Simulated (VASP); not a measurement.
# BN (R3m) in VASP: a series of runs

BN is run at these levels: PBE; tasks: single point.

All numbers are computed with VASP 6.6.1; they aren't measurements. Logs are shortened: lines on timing, memory, paths and dates and some standing lists are left out, and cuts for length are marked.

## (1) The cell of the first run

Symmetry: R3m, No. 160, trigonal system. Conventional cell: a = 2.563 Å, b = 2.563 Å, c = 37.669 Å, α = 90.00°, β = 90.00°, γ = 120.00°. B (site symmetry 3m) has 4 N at 1.57 Å within 2.1 Å. Within 2.1 Å of B (site symmetry 3m) lie 4 N at 1.57 Å. Within 2.1 Å of B (site symmetry 3m) lie 4 N at 1.57 Å. B (site symmetry 3m) has 4 N at 1.57 Å and 1 B at 2.09 Å within 2.1 Å. B (site symmetry 3m) has 4 N at 1.57 Å within 2.1 Å. B (site symmetry 3m) has 6 N at 1.57 to 2.16 Å and 1 B at 2.09 Å within 2.2 Å. Within 2.1 Å of N (site symmetry 3m) lie 4 B at 1.57 Å. Within 2.1 Å of N (site symmetry 3m) lie 4 B at 1.57 Å.

## (2) Single point, PBE (the part above a cut slid along it)

Contents of INCAR:

```
SYSTEM = BN
ALGO = Normal ; EDIFF = 1E-6
ENCUT = 520 ; GGA = PE
ISIF = 2 ; ISMEAR = 0
LASPH = .TRUE. ; LCHARG = .FALSE.
LREAL = .FALSE. ; LWAVE = .FALSE.
NBANDS = 36 ; NELM = 60
PREC = Accurate ; SIGMA = 0.05
```

Contents of KPOINTS:

```
k-points
0
G
  10 10 2
  0 0 0
```

Contents of POSCAR:

```
BN
1.0
    1.8123485118     -1.8123485118      0.0000000000
    1.8123485118      0.0000000000     -1.8123485118
    8.4575055654      6.6453382884      6.6453382884
B N
6 6
Direct
    0.8680798600     -0.1319201400      0.3958000000
    0.2569631933      0.2569631933      0.2291333333
    0.4791965267      0.4791965267      0.5624666667
    0.7014298600      0.7014298600      0.8958000000
    0.0903131933      0.0903131933      0.7291333333
    0.6458465267      0.6458465267      0.0624666667
    0.5208590267      0.5208590267      0.4374666667
   -0.0902576400     -0.0902576400      0.2708000000
    0.1319756933      0.1319756933      0.6041333333
    0.3542090267      0.3542090267      0.9374666667
   -0.2569076400     -0.2569076400      0.7708000000
    0.2986256933      0.2986256933      0.1041333333
```

Potentials or basis: VASP PAW PBE potentials, release 64 (B, N).

The run is started by

```console
cat potpaw_PBE.64/B/POTCAR potpaw_PBE.64/N/POTCAR > POTCAR
mpirun -np 1 vasp_std > vasp.out
```

OUTCAR:

```text
SYSTEM = BN
   EDIFF = 1E-6
   ENCUT = 520
   GGA = PE
   ISIF = 2
   ISMEAR = 0
   LASPH = .TRUE.
   LREAL = .FALSE.
   NELM = 60
   PREC = Accurate

 ion  position               nearest neighbor table
   1  0.868  0.868  0.396-   7 1.57   8 1.57   7 1.57   7 1.57
   2  0.257  0.257  0.229-   8 1.57  12 1.57   8 1.57   8 1.57
   3  0.479  0.479  0.562-   9 1.57   9 1.57   7 1.57   9 1.57
   4  0.701  0.701  0.896-  10 1.57  11 1.57  10 1.57  10 1.57   6 2.09
   5  0.090  0.090  0.729-  11 1.57   9 1.57  11 1.57  11 1.57
   6  0.646  0.646  0.062-  12 1.57  12 1.57  12 1.57   4 2.09
   7  0.521  0.521  0.437-   1 1.57   3 1.57   1 1.57   1 1.57
   8  0.910  0.910  0.271-   2 1.57   1 1.57   2 1.57   2 1.57
   9  0.132  0.132  0.604-   3 1.57   3 1.57   5 1.57   3 1.57
  10  0.354  0.354  0.937-   4 1.57   4 1.57   4 1.57
  11  0.743  0.743  0.771-   5 1.57   4 1.57   5 1.57   5 1.57
  12  0.299  0.299  0.104-   6 1.57   6 1.57   2 1.57   6 1.57

  LATTYP: Found a trigonal (rhomboedric) cell.
 ALAT       =    12.6431974723
 COS(alpha) =     0.9794520407

  Lattice vectors:

 A1 = (   8.4575055654,   6.6453382884,   6.6453382884)
 A2 = (   6.6451570536,   8.4576868002,   6.6453382884)
 A3 = (   6.6451570536,   6.6453382884,   8.4576868002)

Analysis of symmetry for initial positions (statically):
=====================================================================
 Subroutine PRICEL returns:
 Original cell was already a primitive cell.

 Routine SETGRP: Setting up the symmetry group for a
 trigonal (rhombohedral) supercell.

 Subroutine GETGRP returns: Found  2 space group operations
 (whereof  2 operations were pure point group operations)
 out of a pool of 12 trial point group operations.

The static configuration has the point symmetry C_1h.

Analysis of symmetry for dynamics (positions and initial velocities):
=====================================================================
 Subroutine PRICEL returns:
 Original cell was already a primitive cell.

 Routine SETGRP: Setting up the symmetry group for a
 trigonal (rhombohedral) supercell.

 Subroutine GETGRP returns: Found  2 space group operations
 (whereof  2 operations were pure point group operations)
 out of a pool of 12 trial point group operations.

The dynamic configuration has the point symmetry C_1h.

 Subroutine INISYM returns: Found  2 space group operations
 (whereof  2 operations are pure point group operations),
 and found     1 'primitive' translations
[... 147 lines left out ...]
   PSTRESS=    0.0 pullay stress
   NELECT =      48.0000    total number of electrons
   NUPDOWN=      -1.0000    fix difference up-down
   EMIN   =  10.00;   EMAX   =-10.00  energy-range for DOS
   EFERMI =   0.00;   METHOD = LEGACY
   ISMEAR =     0;   SIGMA  =   0.05  broadening in eV -4-tet -1-fermi 0-gaus
   EFERMI_NEDOS =   21; number of points for ismear=-14 and -15
   IALGO  =     38    algorithm
   IMIX   =      4    mixing-type and parameters
     AMIX     =   0.40;   BMIX     =  1.00
     AMIX_MAG =   1.60;   BMIX_MAG =  1.00
  volume/ion in A,a.u.               =       5.95        40.17
  Fermi-wavevector in a.u.,A,eV,Ry     =   1.433903  2.709684 27.974638  2.056078
  Thomas-Fermi vector in A             =   2.553370
   LORBIT       =      0    0 simple, 1 ext, 2 COOP (PROOUT), +10 PAW based schemes
   GGA     = PE    functional components
   LHFCALC =     F    Hartree Fock is set to
   AEXX    =    0.0000 exact exchange contribution
   IVDW    =     0    specifies the selected vdW correction
   LEPSILON=     F    determine dielectric tensor
   LRPA    =     F    only Hartree local field effects (RPA)
 non-spin polarized calculation
 Gauss-broadening in eV      SIGMA  =   0.05
  energy-cutoff  :      520.00
  volume of cell :       71.43
 maximum number of plane-waves:      1949
   NGX =  9   NGY =  9   NGZ = 47

 number of electron      47.9999994 magnetization

 Free energy of the ion-electron system (eV)
  ---------------------------------------------------
  ext. energy  EPLUGINS =         0.00000000
  ---------------------------------------------------
  free energy    TOTEN  =      -100.59681435 eV

  energy without entropy =     -100.59681435  energy(sigma->0) =     -100.59681435

 E-fermi :   8.3694     XC(G=0): -12.8089

 val. band max:        8.0945622921   @ k =   0.1000   0.0000  -0.0000
 cond. band min:       9.7049147812   @ k =   0.5000   0.0000   0.0000
 fundamental gap:      1.6103524890
 Fermi energy:         8.3693519816

 k-point     1 :       0.0000    0.0000    0.0000
  band No.  band energies     occupation
      1     -13.0428      2.00000
      2     -12.2114      2.00000
      3     -11.9070      2.00000
      4     -10.3412      2.00000
      5     -10.0948      2.00000
      6      -8.4461      2.00000
[... 925 lines left out ...]
     35      18.8752      0.00000
     36      19.0918      0.00000

 [... further k-points ...]

------------------------ aborting loop because EDIFF is reached ----------------------------------------

  FORCE on cell =-STRESS in cart. coord.  units (eV):
  Direction    XX          YY          ZZ          XY          YZ          ZX
  --------------------------------------------------------------------------------------
  -------------------------------------------------------------------------------------
  Total        2.2045992      2.2118170      2.2118170      5.1006240      5.1029472      5.1006241
  in kB       49.4463031     49.6081908     49.6081908    114.4003887    114.4524961    114.4003915
  external PRESSURE =      49.5542282 kB  Pullay stress =       0.0000000 kB

 VOLUME and BASIS-vectors are now :
 -----------------------------------------------------------------------------
  energy-cutoff  :      520.00
  volume of cell :       71.43
      direct lattice vectors                 reciprocal lattice vectors
     1.812348512 -1.812348512  0.000000000     0.168597999 -0.383172255  0.168597999
     1.812348512  0.000000000 -1.812348512     0.168597999  0.168597999 -0.383172255
     8.457505565  6.645338288  6.645338288     0.045980855  0.045980855  0.045980855

 POSITION                                       TOTAL-FORCE (eV/Angst)
 -----------------------------------------------------------------------------------
      6.49401      1.05696      1.05696         0.130034      0.130015      0.130015
      2.86931      1.05696      1.05696         0.450893      0.451124      0.451124
      6.49401      2.86931      2.86931         0.130395      0.130370      0.130370
     10.11870      4.68166      4.68166        -0.136624     -0.136921     -0.136921
      6.49401      4.68166      4.68166         0.131387      0.131367      0.131367
      2.86931     -0.75539     -0.75539         0.933028      0.934220      0.934220
      5.58783      1.96314      1.96314        -0.130885     -0.130723     -0.130723
      5.58783      0.15079      0.15079        -0.128354     -0.128236     -0.128236
      5.58783      3.77548      3.77548        -0.135837     -0.135864     -0.135864
      9.21253      5.58783      5.58783        -2.555645     -2.557698     -2.557698
      9.21253      3.77548      3.77548        -0.335022     -0.335171     -0.335171
      1.96314      0.15079      0.15079         1.646631      1.647518      1.647518
 -----------------------------------------------------------------------------------
    total drift:                               -0.000417     -0.000057     -0.000057

  FREE ENERGIE OF THE ION-ELECTRON SYSTEM (eV)
  ---------------------------------------------------
  free  energy   TOTEN  =      -100.5968143478 eV

  energy  without entropy=     -100.5968143478  energy(sigma->0) =     -100.59681435
```

Wall time 81 s (1 thread of Intel Xeon 6975P-C (Granite Rapids), shared host); peak memory 0.24 GiB.

Results:

```
Free energy            : -100.5968 eV
Pressure               : 5.0 GPa
Largest force          : 4.429 eV/Å
Band gap on the k mesh : 1.61 eV (least direct gap 2.16 eV)
```

Forces in eV/Å, atoms in the order of the input:
```
B    0.130  0.130  0.130
B    0.451  0.451  0.451
B    0.130  0.130  0.130
B   -0.137 -0.137 -0.137
B    0.131  0.131  0.131
B    0.933  0.934  0.934
N   -0.131 -0.131 -0.131
N   -0.128 -0.128 -0.128
N   -0.136 -0.136 -0.136
N   -2.556 -2.558 -2.558
N   -0.335 -0.335 -0.335
N    1.647  1.648  1.648
```

Stress tensor (GPa, compression positive):
```
 4.94 11.44 11.44
11.44  4.96 11.45
11.44 11.45  4.96
```

Caveat: the cell differs from its parent crystal (the part above a cut slid along it); the cell stands under pressure; forces of over 1 eV/Å act on the atoms, so gaps and moduli don't describe the material at rest.

## (3) Single point, PBE (the part above a cut slid along it)

Contents of INCAR:

```
SYSTEM = BN
ALGO = Normal
EDIFF = 1E-6
ENCUT = 520
GGA = PE
ISIF = 2
ISMEAR = 0
LASPH = .TRUE.
LCHARG = .FALSE.
LREAL = .FALSE.
LWAVE = .FALSE.
NBANDS = 36
NELM = 100
PREC = Accurate
SIGMA = 0.05
```

KPOINTS is that of step 2.

Contents of POSCAR:

```
BN
1.0
    1.8123485118     -1.8123485118      0.0000000000
    1.8123485118      0.0000000000     -1.8123485118
    9.6659795530      6.0411012946      6.0411012946
B N
6 6
Direct
    0.7361201400     -0.2638798600      0.3958000000
    0.1805701400      0.1805701400      0.2291333333
    0.2916701400      0.2916701400      0.5624666667
    0.4027701400      0.4027701400      0.8958000000
   -0.1527798600     -0.1527798600      0.7291333333
    0.6250201400      0.6250201400      0.0624666667
    0.3750076400      0.3750076400      0.4374666667
   -0.1805423600     -0.1805423600      0.2708000000
   -0.0694423600     -0.0694423600      0.6041333333
    0.0416576400      0.0416576400      0.9374666667
   -0.5138923600     -0.5138923600      0.7708000000
    0.2639076400      0.2639076400      0.1041333333
```

Potentials or basis: VASP PAW PBE potentials, release 64 (B, N).

The run is started by

```console
cat potpaw_PBE.64/B/POTCAR potpaw_PBE.64/N/POTCAR > POTCAR
mpirun -np 1 vasp_std > vasp.out
```

OUTCAR:

```text
SYSTEM = BN
   EDIFF = 1E-6
   ENCUT = 520
   GGA = PE
   ISIF = 2
   ISMEAR = 0
   LASPH = .TRUE.
   LREAL = .FALSE.
   NELM = 100
   PREC = Accurate

 ion  position               nearest neighbor table
   1  0.736  0.736  0.396-   8 1.57   7 1.57   7 1.57   7 1.57
   2  0.181  0.181  0.229-  12 1.57   8 1.57   8 1.57   8 1.57
   3  0.292  0.292  0.562-   9 1.57   9 1.57   9 1.57   7 1.57
   4  0.403  0.403  0.896-  11 1.57  10 1.57  10 1.57  10 1.57
   5  0.847  0.847  0.729-   9 1.57  11 1.57  11 1.57  11 1.57
   6  0.625  0.625  0.062-  12 1.57  12 1.57  12 1.57
   7  0.375  0.375  0.437-   3 1.57   1 1.57   1 1.57   1 1.57
   8  0.819  0.819  0.271-   1 1.57   2 1.57   2 1.57   2 1.57
   9  0.931  0.931  0.604-   3 1.57   3 1.57   3 1.57   5 1.57
  10  0.042  0.042  0.937-   4 1.57   4 1.57   4 1.57
  11  0.486  0.486  0.771-   4 1.57   5 1.57   5 1.57   5 1.57
  12  0.264  0.264  0.104-   6 1.57   6 1.57   6 1.57   2 1.57

  LATTYP: Found a trigonal (rhomboedric) cell.
 ALAT       =    12.6432234515
 COS(alpha) =     0.9794520407

  Lattice vectors:

[... 1160 lines left out ...]
     35      18.7222      0.00000
     36      19.3538      0.00000

 [... further k-points ...]

------------------------ aborting loop because EDIFF is reached ----------------------------------------

  FORCE on cell =-STRESS in cart. coord.  units (eV):
  Direction    XX          YY          ZZ          XY          YZ          ZX
  --------------------------------------------------------------------------------------
  -------------------------------------------------------------------------------------
  Total       -0.1383619     -0.1379040     -0.1379040      2.5185157      2.5173034      2.5185159
  in kB       -3.1032780     -3.0930091     -3.0930091     56.4870453     56.4598540     56.4870484
  external PRESSURE =      -3.0964321 kB  Pullay stress =       0.0000000 kB

 VOLUME and BASIS-vectors are now :
 -----------------------------------------------------------------------------
  energy-cutoff  :      520.00
  volume of cell :       71.43
      direct lattice vectors                 reciprocal lattice vectors
     1.812348512 -1.812348512  0.000000000     0.153267983 -0.398502272  0.153267983
     1.812348512  0.000000000 -1.812348512     0.153267983  0.153267983 -0.398502272
     9.665979553  6.041101295  6.041101295     0.045980855  0.045980855  0.045980855

 POSITION                                       TOTAL-FORCE (eV/Angst)
 -----------------------------------------------------------------------------------
      6.49401      1.05696      1.05696         0.118091      0.118092      0.118092
      2.86931      1.05696      1.05696         0.185240      0.185297      0.185297
      6.49401      2.86931      2.86931         0.112454      0.112448      0.112448
     10.11870      4.68166      4.68166        -0.241950     -0.242224     -0.242224
     10.11870      2.86931      2.86931         0.098069      0.098059      0.098059
      2.86931     -0.75539     -0.75539         0.962977      0.962094      0.962094
      5.58783      1.96314      1.96314        -0.114675     -0.114691     -0.114691
      5.58783      0.15079      0.15079        -0.109245     -0.109089     -0.109089
      9.21253      1.96314      1.96314        -0.115943     -0.116098     -0.116098
      9.21253      5.58783      5.58783        -0.799901     -0.799085     -0.799085
      9.21253      3.77548      3.77548        -0.186501     -0.186571     -0.186571
      1.96314      0.15079      0.15079         0.091382      0.091768      0.091768
 -----------------------------------------------------------------------------------
    total drift:                               -0.000203     -0.000089     -0.000089

  FREE ENERGIE OF THE ION-ELECTRON SYSTEM (eV)
  ---------------------------------------------------
  free  energy   TOTEN  =      -102.0926030723 eV

  energy  without entropy=     -102.0926030723  energy(sigma->0) =     -102.09260307
```

OSZICAR:

```text
N       E                     dE             d eps       ncg     rms          rms(c)
DAV:   1     0.172851900547E+03    0.17285E+03   -0.25388E+04  4464   0.131E+03
DAV:   2    -0.975203183102E+02   -0.27037E+03   -0.25636E+03  5704   0.298E+02
DAV:   3    -0.107919208182E+03   -0.10399E+02   -0.10338E+02  5932   0.570E+01
DAV:   4    -0.108008023325E+03   -0.88815E-01   -0.88680E-01  5888   0.545E+00
DAV:   5    -0.108009236280E+03   -0.12130E-02   -0.12121E-02  5880   0.587E-01    0.165E+01
DAV:   6    -0.102511970371E+03    0.54973E+01   -0.15017E+01  5512   0.188E+01    0.760E+00
DAV:   7    -0.102173615644E+03    0.33835E+00   -0.91802E-01  5952   0.546E+00    0.471E+00
DAV:   8    -0.102097952788E+03    0.75663E-01   -0.24650E-01  5616   0.281E+00    0.526E-01
DAV:   9    -0.102092236926E+03    0.57159E-02   -0.22411E-02  5552   0.915E-01    0.263E-01
DAV:  10    -0.102092419982E+03   -0.18306E-03   -0.27459E-03  5920   0.324E-01    0.147E-01
DAV:  11    -0.102092581857E+03   -0.16187E-03   -0.82336E-04  5752   0.170E-01    0.334E-02
DAV:  12    -0.102092597691E+03   -0.15834E-04   -0.90553E-05  5864   0.633E-02    0.178E-02
DAV:  13    -0.102092600540E+03   -0.28487E-05   -0.13528E-05  5944   0.253E-02    0.959E-03
DAV:  14    -0.102092602384E+03   -0.18446E-05   -0.32455E-06  5024   0.112E-02    0.350E-03
DAV:  15    -0.102092603072E+03   -0.68796E-06   -0.56154E-07  3616   0.539E-03
   1 F= -.10209260E+03 E0= -.10209260E+03  d E =-.176978E-12
```

stdout:

```text
POSCAR found type information on POSCAR B N
 POSCAR found :  2 types and      12 ions
 scaLAPACK will be used
 LDA part: xc-table for (Slater+PW92), standard interpolation
 -----------------------------------------------------------------------------
|                                                                             |
|           W    W    AA    RRRRR   N    N  II  N    N   GGGG   !!!           |
|           W    W   A  A   R    R  NN   N  II  NN   N  G    G  !!!           |
|           W    W  A    A  R    R  N N  N  II  N N  N  G       !!!           |
|           W WW W  AAAAAA  RRRRR   N  N N  II  N  N N  G  GGG   !            |
|           WW  WW  A    A  R   R   N   NN  II  N   NN  G    G                |
|           W    W  A    A  R    R  N    N  II  N    N   GGGG   !!!           |
|                                                                             |
|     Your reciprocal lattice and k-lattice belong to different lattice       |
|     classes:                                                                |
|                                                                             |
|        The reciprocal lattice is rhombohedral (trigonal),                   |
|        whereas your k-lattice is base-centered monoclinic.                  |
|                                                                             |
|     Results are often still useful ...                                      |
|                                                                             |
 -----------------------------------------------------------------------------

 POSCAR, INCAR and KPOINTS ok, starting setup
 FFT: planning ... GRIDC
 FFT: planning ... GRID_SOFT
 FFT: planning ... GRID
 WAVECAR not read
 entering main loop
```

Run time: 80 s. Hardware: 1 thread of Intel Xeon 6975P-C (Granite Rapids), shared host; peak memory 0.25 GiB.

Results:

```
Free energy            : -102.0926 eV
Pressure               : -0.3 GPa
Largest force          : 1.667 eV/Å
Band gap on the k mesh : 2.51 eV (least direct gap 4.05 eV)
```

Forces on the atoms (eV/Å):
```
B    0.118  0.118  0.118
B    0.185  0.185  0.185
B    0.112  0.112  0.112
B   -0.242 -0.242 -0.242
B    0.098  0.098  0.098
B    0.963  0.962  0.962
N   -0.115 -0.115 -0.115
N   -0.109 -0.109 -0.109
N   -0.116 -0.116 -0.116
N   -0.800 -0.799 -0.799
N   -0.187 -0.187 -0.187
N    0.091  0.092  0.092
```

Levels at points of the mesh, in eV from the valence-band top:
```
           k point  band 20  band 21  band 22  band 23  band 24  band 25  band 26  band 27  band 28  band 29
(0.00, 0.00, 0.00)    -0.89    -0.89    -0.38    -0.38     0.00     6.65     7.87     7.87     8.53     8.61
(0.50, 0.00, 0.00)    -3.45    -3.23    -3.11    -2.32    -2.08     3.50     4.68     5.45     6.59     8.02
(0.50, 0.50, 0.00)    -3.45    -3.23    -3.11    -2.32    -2.08     3.50     4.68     5.45     6.59     8.02
(0.00, 0.00, 0.50)    -0.88    -0.88    -0.60    -0.38    -0.38     6.71     7.81     7.81     8.61     8.85
(0.50, 0.00, 0.50)    -4.00    -3.06    -2.84    -2.44    -1.97     3.52     4.42     5.73     6.75     7.47
(0.50, 0.50, 0.50)    -4.00    -3.06    -2.84    -2.44    -1.97     3.52     4.42     5.73     6.75     7.47
```

Caveat: the cell differs from its parent crystal (the part above a cut slid along it); forces of over 1 eV/Å act on the atoms, so gaps and moduli don't describe the material at rest.
